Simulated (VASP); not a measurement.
Set up this calculation in VASP 6.6.1, as the native input.

- Task: single point
- Functional: PBEsol
- Potentials or basis: VASP PAW PBE potentials, release 64 (S)
- Cutoff: 520 eV
- k mesh: 4 × 4 × 7
- Occupations: gaussian, width 0.05 eV
- Spin: no spin polarisation
- Dipole correction: no
- Further INCAR settings: ALGO = Normal; EDIFF = 1e-06; NBANDS = 20

The structure of S lies in POSCAR:

```
S
1.0
    5.0238384421      0.0000000000      0.0000000000
    0.0000000000      5.0238384421      0.0000000000
    0.0000000000      0.0000000000      2.5449198475
S
4
Direct
    0.8622661464      0.8622661464      0.5000000000
    0.1377338536      0.1377338536      0.5000000000
    0.3622661464      0.6377338536      0.0000000000
    0.6377338536      0.3622661464      0.0000000000
```

The input as run:

INCAR

```
PREC = Accurate
ENCUT = 520
EDIFF = 1E-6
ISMEAR = 0
SIGMA = 0.05
LREAL = False
LASPH = True
NELM = 60
ALGO = Normal
ISIF = 2
LWAVE = False
LCHARG = False
GGA = PS
NBANDS = 20
```

KPOINTS

```
regular mesh
0
Gamma
  4 4 7
```

Potentials or basis: VASP PAW PBE potentials, release 64 (S).

The run is started by

```sh
$ cat potpaw_PBE.64/S/POTCAR > POTCAR
$ mpirun -np 1 vasp_std > vasp.out
```

Results of the run:

```
Pressure               : 9.5 GPa
Largest force          : 0.156 eV/Å
Band gap on the k mesh : zero (band 12 reaches 9.69 eV, above the bottom of band 13 at 5.55 eV)
```

Caveat: the PAW data sets were made with another functional, which shifts forces and pressure a little.

Run time: 15 s on 1 thread of Intel(R) Xeon(R) Platinum 8375C CPU @ 2.90GHz (Ice Lake), on a shared host, peak memory 0.17 GiB.
